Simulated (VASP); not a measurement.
# MgO (Fm-3m) in VASP: further runs

MgO is run at these levels: PBEsol-based screened hybrid, PBE; tasks: single point, relaxation of cell and atoms.

Program: VASP 6.6.1. These are calculated values, not measurements. Logs are shortened: lines on timing, memory, paths and dates and some standing lists are left out, and cuts for length are marked.

## (1) The cell of the first run

The structure is cubic, space group Fm-3m (No. 225). Conventional cell: a = 4.194 Å, b = 4.194 Å, c = 4.194 Å, α = 90.00°, β = 90.00°, γ = 90.00°. Within 2.8 Å of Mg (site symmetry m-3m) lie 6 O at 2.10 Å. O (site symmetry m-3m) has 6 Mg at 2.10 Å within 2.8 Å.

## (2) Single point, PBEsol-based screened hybrid

Input file POSCAR:

```
MgO
1.0
    0.0000000000      2.0970013927      2.0970013927
    2.0970013927      0.0000000000      2.0970013927
    2.0970013927      2.0970013927      0.0000000000
Mg O
1 1
Direct
    0.0000000000      0.0000000000      0.0000000000
    0.5000000000      0.5000000000      0.5000000000
```

Input file INCAR.step1:

```
SYSTEM = MgO
PREC = Accurate ; ENCUT = 520
EDIFF = 1E-5 ; ISMEAR = -1
SIGMA = 0.05 ; LREAL = .FALSE.
LASPH = .TRUE. ; NELM = 60
ALGO = Normal ; ISIF = 2
LWAVE = .TRUE. ; GGA = PE
NBANDS = 11
```

Input file INCAR.step2:

```
SYSTEM = MgO
PREC = Accurate ; ENCUT = 520
EDIFF = 1E-6 ; ISMEAR = -1
SIGMA = 0.05 ; LREAL = .FALSE.
LASPH = .TRUE. ; NELM = 60
ALGO = Normal ; ISIF = 2
LWAVE = .FALSE. ; LCHARG = .TRUE.
GGA = PS ; LHFCALC = .TRUE.
AEXX = 0.25 ; HFSCREEN = 0.207
PRECFOCK = Normal ; LELF = .TRUE.
LVHAR = .TRUE. ; ISTART = 1
NBANDS = 11
```

Input file KPOINTS:

```
regular mesh
0
G
  6 6 6
  0 0 0
```

Potentials or basis: VASP PAW PBE potentials, release 64 (Mg, O).

Command:

```bash
$ cat potpaw_PBE.64/Mg/POTCAR potpaw_PBE.64/O/POTCAR > POTCAR
$ cp INCAR.step1 INCAR
$ mpirun -np 1 vasp_std > vasp.out
$ cp INCAR.step2 INCAR
$ mpirun -np 1 vasp_std > vasp.out
```

OUTCAR:

```text
SYSTEM = MgO
   PREC = Accurate
   ENCUT = 520
   EDIFF = 1E-6
   ISMEAR = -1
   LREAL = .FALSE.
   LASPH = .TRUE.
   NELM = 60
   ISIF = 2
   GGA = PS
   LHFCALC = .TRUE.
   AEXX = 0.25
   HFSCREEN = 0.207
   PRECFOCK = Normal
   ISTART = 1

 ion  position               nearest neighbor table
   1  0.000  0.000  0.000-   2 2.10   2 2.10   2 2.10   2 2.10   2 2.10   2 2.10
   2  0.500  0.500  0.500-   1 2.10   1 2.10   1 2.10   1 2.10   1 2.10   1 2.10

  LATTYP: Found a face centered cubic cell.
 ALAT       =     4.1940027854

  Lattice vectors:

 A1 = (   0.0000000000,   2.0970013927,   2.0970013927)
 A2 = (   2.0970013927,   0.0000000000,   2.0970013927)
 A3 = (   2.0970013927,   2.0970013927,   0.0000000000)

Analysis of symmetry for initial positions (statically):
=====================================================================
 Subroutine PRICEL returns:
 Original cell was already a primitive cell.

 Routine SETGRP: Setting up the symmetry group for a
 face centered cubic supercell.

 Subroutine GETGRP returns: Found 48 space group operations
 (whereof 48 operations were pure point group operations)
 out of a pool of 48 trial point group operations.

The static configuration has the point symmetry O_h .

Analysis of symmetry for dynamics (positions and initial velocities):
=====================================================================
 Subroutine PRICEL returns:
 Original cell was already a primitive cell.

 Routine SETGRP: Setting up the symmetry group for a
 face centered cubic supercell.

 Subroutine GETGRP returns: Found 48 space group operations
 (whereof 48 operations were pure point group operations)
 out of a pool of 48 trial point group operations.

The dynamic configuration has the point symmetry O_h .

 Subroutine INISYM returns: Found 48 space group operations
 (whereof 48 operations are pure point group operations),
 and found     1 'primitive' translations

----------------------------------------------------------------------------------------

                                     Primitive cell

  volume of cell :      18.4428

  direct lattice vectors                    reciprocal lattice vectors
     0.000000000  2.097001393  2.097001393    -0.238435702  0.238435702  0.238435702
     2.097001393  0.000000000  2.097001393     0.238435702 -0.238435702  0.238435702
     2.097001393  2.097001393  0.000000000     0.238435702  0.238435702 -0.238435702

  length of vectors
     2.965607810  2.965607810  2.965607810     0.412982751  0.412982751  0.412982751

  position of ions in fractional coordinates (direct lattice)
     0.000000000  0.000000000  0.000000000
     0.500000000  0.500000000  0.500000000

  ion indices of the primitive-cell ions
   primitive index   ion index
                 1           1
                 2           2

----------------------------------------------------------------------------------------

 KPOINTS: regular mesh

Automatic generation of k-mesh.
 Grid dimensions read from file:
 generate k-points for:    6    6    6

 Generating k-lattice:

  Cartesian coordinates                     Fractional coordinates (reciprocal lattice)
    -0.039739284  0.039739284  0.039739284     0.166666667  0.000000000  0.000000000
     0.039739284 -0.039739284  0.039739284     0.000000000  0.166666667  0.000000000
     0.039739284  0.039739284 -0.039739284     0.000000000  0.000000000  0.166666667

  Length of vectors
     0.068830458  0.068830458  0.068830458

  Shift w.r.t. Gamma in fractional coordinates (k-lattice)
     0.000000000  0.000000000  0.000000000

 Subroutine IBZKPT returns following result:
 ===========================================

 Found     16 irreducible k-points:

 Following reciprocal coordinates:
            Coordinates               Weight
  0.000000  0.000000  0.000000      1.000000
  0.166667  0.000000  0.000000      8.000000
  0.333333  0.000000  0.000000      8.000000
  0.500000  0.000000  0.000000      4.000000
  0.166667  0.166667  0.000000      6.000000
  0.333333  0.166667  0.000000     24.000000
[... 8 lines left out ...]
 -0.333333  0.333333  0.166667     24.000000
 -0.333333  0.500000  0.166667     12.000000
   k-points           NKPTS =     16   k-points in BZ     NKDIM =    216   number of bands    NBANDS=     11
   number of dos      NEDOS =    301   number of ions     NIONS =      2
   total plane-waves  NPLWV =  13824
   dimension x,y,z NGX =    24 NGY =   24 NGZ =   24
   dimension x,y,z NGXF=    48 NGYF=   48 NGZF=   48
   ions per type =               1   1
   NGX,Y,Z   is equivalent  to a cutoff of  13.45, 13.45, 13.45 a.u.
   NGXF,Y,Z  is equivalent  to a cutoff of  26.91, 26.91, 26.91 a.u.
 SYSTEM =  MgO
   PREC   = accura    normal or accurate (medium, high low for compatibility)
   ISTART =      1    job   : 0-new  1-cont  2-samecut
   ICHARG =      0    charge: 1-file 2-atom 10-const
   ISPIN  =      1    spin polarized calculation?
   LNONCOLLINEAR =      F non collinear calculations
   LSORBIT =      F    spin-orbit coupling
   LASPH  =      T    aspherical Exc in radial PAW
   ENCUT  =  520.0 eV  38.22 Ry    6.18 a.u.   5.51  5.51  5.51*2*pi/ulx,y,z
   NELM   =     60;   NELMIN=  2; NELMDL=  0     # of ELM steps
   EDIFF  = 0.1E-05   stopping-criterion for ELM
   LREAL  =      F    real-space projection
   EDIFFG = 0.1E-04   stopping-criterion for IOM
   NSW    =      0    number of steps for IOM
   IBRION =     -1    ionic relax: 0-MD 1-quasi-New 2-CG
   NFREE  =      0    steps in history (QN), initial steepest desc. (CG)
   ISIF   =      2    stress and relaxation
   ISYM   =      3    0-nonsym 1-usesym 2-fastsym
   POTIM  = 0.5000    time-step for ionic-motion
   TEBEG  =    0.0;   TEEND  =   0.0 temperature during run
   PSTRESS=    0.0 pullay stress
   NELECT =       8.0000    total number of electrons
   NUPDOWN=      -1.0000    fix difference up-down
   EMIN   =  10.00;   EMAX   =-10.00  energy-range for DOS
   EFERMI =   0.00;   METHOD = LEGACY
   ISMEAR =    -1;   SIGMA  =   0.05  broadening in eV -4-tet -1-fermi 0-gaus
   EFERMI_NEDOS =   21; number of points for ismear=-14 and -15
   IALGO  =     38    algorithm
   IMIX   =      1    mixing-type and parameters
     AMIX     =   0.40;   BMIX     =  1.00
     AMIX_MAG =   1.60;   BMIX_MAG =  1.00
  volume/ion in A,a.u.               =       9.22        62.23
  Fermi-wavevector in a.u.,A,eV,Ry     =   1.239261  2.341864 20.895389  1.535768
  Thomas-Fermi vector in A             =   2.373752
   LORBIT       =      0    0 simple, 1 ext, 2 COOP (PROOUT), +10 PAW based schemes
   GGA     = PS    functional components
   LHFCALC =     T    Hartree Fock is set to
   PRECFOCK=normal    Normal, Fast or Accurate (Low or Medium for compatibility)
   ENCUT4O =  -1.0   cutoff for four orbital integrals eV
   NKREDX  =     1    reduce k-point grid by
   NKREDY  =     1    reduce k-point grid by
   NKREDZ  =     1    reduce k-point grid by
   AEXX    =    0.2500 exact exchange contribution
   HFSCREEN=    0.2070 screening length (either q_TF or 0.3 A-1)
   HFSCREENC=   0.2070 screening length for correlation (either q_TF or 0.3 A-1)
   ENCUTFOCK=  -1.0 apply spherical cutoff to Coloumb kernel
   IVDW    =     0    specifies the selected vdW correction
   LEPSILON=     F    determine dielectric tensor
   LRPA    =     F    only Hartree local field effects (RPA)
 non-spin polarized calculation
  energy-cutoff  :      520.00
  volume of cell :       18.44
 maximum number of plane-waves:       531
 NGX is ok and might be reduce to    24
  NGX = 18; NGY = 18; NGZ = 18

 number of electron       8.0000004 magnetization

 Free energy of the ion-electron system (eV)
  ---------------------------------------------------
  ext. energy  EPLUGINS =         0.00000000
  ---------------------------------------------------
  free energy    TOTEN  =       -14.68302783 eV

  energy without entropy =      -14.68302783  energy(sigma->0) =      -14.68302783

 E-fermi :   2.9963     XC(G=0):  -9.3107

 val. band max:        1.9440867819   @ k =   0.0000   0.0000   0.0000
 cond. band min:       8.4561876833   @ k =   0.0000   0.0000   0.0000
 fundamental gap:      6.5121009014
 Fermi energy:         2.9962614787

 k-point     1 :       0.0000    0.0000    0.0000
  band No.  band energies     occupation
      1     -16.8923      2.00000
      2       1.9441      2.00000
      3       1.9441      2.00000
      4       1.9441      2.00000
      5       8.4562      0.00000
      6      19.6558      0.00000
      7      19.6558      0.00000
      8      19.6558      0.00000
      9      23.5820      0.00000
     10      25.5866      0.00000
     11      25.5866      0.00000

 k-point     2 :       0.1667    0.0000    0.0000
  band No.  band energies     occupation
      1     -16.5835      2.00000
      2       0.3519      2.00000
      3       1.7480      2.00000
      4       1.7480      2.00000
      5       9.9228      0.00000
      6      17.2952      0.00000
      7      20.2815      0.00000
      8      20.2815      0.00000
      9      24.3237      0.00000
     10      24.3238      0.00000
     11      26.4770      0.00000

 k-point     3 :       0.3333    0.0000    0.0000
  band No.  band energies     occupation
      1     -15.8881      2.00000
      2      -2.0364      2.00000
      3       1.3813      2.00000
      4       1.3813      2.00000
      5      11.4410      0.00000
      6      16.3769      0.00000
      7      20.5628      0.00000
      8      20.5628      0.00000
      9      25.0740      0.00000
     10      25.0740      0.00000
     11      25.6790      0.00000

 k-point     4 :       0.5000    0.0000    0.0000
  band No.  band energies     occupation
      1     -15.4880      2.00000
      2      -3.0921      2.00000
      3       1.2090      2.00000
      4       1.2090      2.00000
      5      11.5964      0.00000
      6      16.8842      0.00000
      7      20.3034      0.00000
      8      20.3034      0.00000
      9      25.0881      0.00000
     10      26.8053      0.00000
     11      26.8053      0.00000

 k-point     5 :       0.1667    0.1667    0.0000
  band No.  band energies     occupation
      1     -16.4885      2.00000
      2       0.2751      2.00000
      3       1.5124      2.00000
      4       1.5124      2.00000
      5      10.4407      0.00000
      6      16.4266      0.00000
      7      20.6706      0.00000
      8      20.6706      0.00000
      9      21.7452      0.00000
     10      26.4673      0.00000
     11      28.7007      0.00000
[... 99 lines left out ...]
 k-point    13 :       0.5000    0.5000    0.0000
  band No.  band energies     occupation
      1     -15.2025      2.00000
      2      -2.5401      2.00000
      3       0.4423      2.00000
      4       0.4423      2.00000
      5      12.6778      0.00000
      6      13.8652      0.00000
      7      17.3573      0.00000
      8      23.4210      0.00000
      9      23.4210      0.00000
     10      29.8657      0.00000
     11      31.1580      0.00000

 k-point    14 :       0.5000    0.3333    0.1667
  band No.  band energies     occupation
      1     -15.4806      2.00000
      2      -1.9086      2.00000
      3      -0.0919      2.00000
      4       0.8148      2.00000
      5      14.0102      0.00000
      6      14.8530      0.00000
      7      17.5755      0.00000
      8      21.4199      0.00000
      9      23.6546      0.00000
     10      27.1346      0.00000
     11      32.1779      0.00000

 k-point    15 :      -0.3333    0.3333    0.1667
  band No.  band energies     occupation
      1     -15.2351      2.00000
      2      -1.9771      2.00000
      3      -0.7628      2.00000
      4       0.5421      2.00000
      5      14.4495      0.00000
      6      15.9794      0.00000
      7      16.7751      0.00000
      8      20.6732      0.00000
      9      24.9526      0.00000
     10      26.2987      0.00000
     11      32.2522      0.00000

 k-point    16 :      -0.3333    0.5000    0.1667
  band No.  band energies     occupation
      1     -15.1598      2.00000
      2      -1.9620      2.00000
      3      -0.5213      2.00000
      4       0.1095      2.00000
      5      14.2988      0.00000
      6      15.4133      0.00000
      7      16.5946      0.00000
      8      20.7299      0.00000
      9      24.5566      0.00000
     10      28.9027      0.00000
     11      30.6683      0.00000

------------------------ aborting loop because EDIFF is reached ----------------------------------------

  FORCE on cell =-STRESS in cart. coord.  units (eV):
  Direction    XX          YY          ZZ          XY          YZ          ZX
  --------------------------------------------------------------------------------------
  -------------------------------------------------------------------------------------
  Total       -0.2865286     -0.2865286     -0.2865286     -0.0000000      0.0000000     -0.0000000
  in kB      -24.8915749    -24.8915749    -24.8915749     -0.0000000      0.0000000     -0.0000000
  external PRESSURE =     -24.8915749 kB  Pullay stress =       0.0000000 kB

 VOLUME and BASIS-vectors are now :
 -----------------------------------------------------------------------------
  energy-cutoff  :      520.00
  volume of cell :       18.44
      direct lattice vectors                 reciprocal lattice vectors
     0.000000000  2.097001393  2.097001393    -0.238435702  0.238435702  0.238435702
     2.097001393  0.000000000  2.097001393     0.238435702 -0.238435702  0.238435702
     2.097001393  2.097001393  0.000000000     0.238435702  0.238435702 -0.238435702

 POSITION                                       TOTAL-FORCE (eV/Angst)
 -----------------------------------------------------------------------------------
      0.00000      0.00000      0.00000        -0.000000      0.000000     -0.000000
      2.09700      2.09700      2.09700         0.000000      0.000000      0.000000
 -----------------------------------------------------------------------------------
    total drift:                                0.000037      0.000049      0.000049

  FREE ENERGIE OF THE ION-ELECTRON SYSTEM (eV)
  ---------------------------------------------------
  free  energy   TOTEN  =       -14.6830278276 eV

  energy  without entropy=      -14.6830278275  energy(sigma->0) =      -14.68302783
```

Wall time 9.7 min (1 thread of AMD EPYC 7R13 (Zen 3), shared host); peak memory 0.22 GiB.

What came out:

- Free energy: -14.6830 eV
- Pressure: -2.5 GPa
- Band gap on the k mesh: 6.51 eV, direct

Levels at points of the mesh, in eV from the valence-band top:
| k point | band 2 | band 3 | band 4 | band 5 | band 6 | band 7 |
| --- | --- | --- | --- | --- | --- | --- |
| (0.00, 0.00, 0.00) | 0.00 | 0.00 | 0.00 | 6.51 | 17.71 | 17.71 |
| (0.50, 0.00, 0.00) | -5.04 | -0.74 | -0.74 | 9.65 | 14.94 | 18.36 |
| (0.50, 0.50, 0.00) | -4.48 | -1.50 | -1.50 | 10.73 | 11.92 | 15.41 |

Caveat: the k points lie up to 0.43 Å⁻¹ apart; the PAW data sets were made with another functional, which shifts forces and pressure a little.

## (3) Relaxation of cell and atoms, PBEsol-based screened hybrid

POSCAR is that of step 2.

Input file INCAR.step1:

```
SYSTEM = MgO
PREC = Accurate
ENCUT = 600
EDIFF = 1E-5
ISMEAR = -1
SIGMA = 0.05
LREAL = .FALSE.
LASPH = .TRUE.
NELM = 80
ALGO = Normal
LWAVE = .TRUE.
LCHARG = .FALSE.
GGA = PE
NBANDS = 11
```

Input file INCAR.step2:

```
SYSTEM = MgO
PREC = Accurate
ENCUT = 600
EDIFF = 1E-7
ISMEAR = -1
SIGMA = 0.05
LREAL = .FALSE.
LASPH = .TRUE.
NELM = 80
ALGO = Normal
ISIF = 3
LWAVE = .FALSE.
LCHARG = .FALSE.
GGA = PS
LHFCALC = .TRUE.
AEXX = 0.25
HFSCREEN = 0.207
PRECFOCK = Normal
IBRION = 2
NSW = 60
EDIFFG = -0.01
ISTART = 1
```

KPOINTS is that of step 2.

Potentials or basis: VASP PAW PBE potentials, release 64 (Mg, O).

Command:

```bash
$ cat potpaw_PBE.64/Mg/POTCAR potpaw_PBE.64/O/POTCAR > POTCAR
$ cp INCAR.step1 INCAR
$ mpirun -np 1 vasp_std > vasp.out
$ cp INCAR.step2 INCAR
$ mpirun -np 1 vasp_std > vasp.out
```

Run time: 23 min. Hardware: 1 thread of AMD EPYC 7R13 (Zen 3), shared host; peak memory 0.23 GiB.

The run converged. Its results:

```
Free energy                            : -14.6890 eV
Relaxed volume                         : 9.07 Å³/atom
Relaxed cell                           : a = 2.950 Å, b = 2.950 Å, c = 2.950 Å, α = 60.00°, β = 60.00°, γ = 60.00°
Space group after relaxing (to 0.05 Å) : Fm-3m (No. 225)
Energy gained by relaxing              : 1.3 meV/atom
Ionic steps                            : 3
Pressure after relaxing                : 0.0 GPa
Band gap on the k mesh                 : 6.69 eV, direct
```

The path:
| step | energy change (eV) | largest force (eV/Å) | pressure (GPa) | volume (Å³) |
| --- | --- | --- | --- | --- |
| 1 | 0.0000 | 0.0000 | -2.75 | 18.44 |
| 2 | -0.0021 | 0.0000 | 1.23 | 18.02 |
| 3 | -0.0026 | 0.0000 | 0.00 | 18.15 |

Final structure:
```
Mg O
1.0
     0.00000    2.08577    2.08577
     2.08577    0.00000    2.08577
     2.08577    2.08577    0.00000
Mg O
1 1
Direct
  0.00000 0.00000 0.00000
  0.50000 0.50000 0.50000
```

Levels at points of the mesh, in eV from the valence-band top:
| k point | band 1 | band 2 | band 3 | band 4 | band 5 | band 6 | band 7 | band 8 |
| --- | --- | --- | --- | --- | --- | --- | --- | --- |
| (0.00, 0.00, 0.00) | -18.92 | 0.00 | 0.00 | 0.00 | 6.69 | 17.81 | 17.81 | 17.81 |
| (0.50, 0.00, 0.00) | -17.47 | -5.11 | -0.75 | -0.75 | 9.77 | 15.14 | 18.54 | 18.54 |
| (0.50, 0.50, 0.00) | -17.18 | -4.56 | -1.53 | -1.53 | 10.76 | 12.11 | 15.60 | 21.74 |

Caveat: the k points lie up to 0.43 Å⁻¹ apart in the final cell; the PAW data sets were made with another functional, which shifts forces and pressure a little.

## (4) Single point, PBE

Input file INCAR:

```
PREC = Accurate ; ENCUT = 520
EDIFF = 1E-7 ; ISMEAR = -1
SIGMA = 0.03 ; LREAL = False
LASPH = True ; NELM = 100
ALGO = Normal ; ISIF = 2
LWAVE = False ; LCHARG = False
GGA = PE ; NBANDS = 11
```

Input file KPOINTS:

```
regular mesh
0
Gamma
  8 8 8
```

POSCAR is that of step 3.

Command:

```bash
$ cat potpaw_PBE.64/Mg/POTCAR potpaw_PBE.64/O/POTCAR > POTCAR
$ mpirun -np 1 vasp_std > vasp.out
```

Wall time 12 s (1 thread of Intel Xeon 8259CL, shared host); peak memory 0.14 GiB.

It converged, with:

* Free energy: -11.8977 eV
* Pressure: 6.2 GPa
* Band gap on the k mesh: 4.85 eV, direct

Levels at points of the mesh, in eV from the valence-band top:
| k point | band 1 | band 2 | band 3 | band 4 | band 5 | band 6 | band 7 | band 8 |
| --- | --- | --- | --- | --- | --- | --- | --- | --- |
| (0.00, 0.00, 0.00) | -17.33 | 0.00 | 0.00 | 0.00 | 4.85 | 15.87 | 15.87 | 15.87 |
| (0.50, 0.00, 0.00) | -16.01 | -4.67 | -0.67 | -0.67 | 7.98 | 12.75 | 16.44 | 16.44 |
| (0.50, 0.50, 0.00) | -15.75 | -4.14 | -1.37 | -1.37 | 9.14 | 10.11 | 13.24 | 19.17 |

PBE gaps usually lie below the measured ones, often by a third to a half.

## (5) Overview

```csv
task,level,cell,k mesh,cutoff (eV),smearing,grid for exact exchange (PRECFOCK),share of exact exchange,screening parameter,gap on the mesh (eV),pressure (GPa)
single point,PBEsol-based screened hybrid,as given,6 × 6 × 6,520,fermi-dirac 0.05 eV,Normal,0.25,0.207 1/Å,6.51,-2.5
relaxation of cell and atoms,PBEsol-based screened hybrid,relaxed,6 × 6 × 6,600,fermi-dirac 0.05 eV,Normal,0.25,0.207 1/Å,6.69,0.0
single point,PBE,as given,8 × 8 × 8,520,fermi-dirac 0.03 eV,-,-,-,4.85,6.2
```

Alike in all rows: potentials or basis VASP PAW PBE potentials, release 64 (Mg, O); no spin polarisation.

Caveats: some runs use coarse meshes; the PAW data sets were made with another functional, which shifts forces and pressure a little (some runs).

Absolute energies hang on the potentials; compare differences alone.
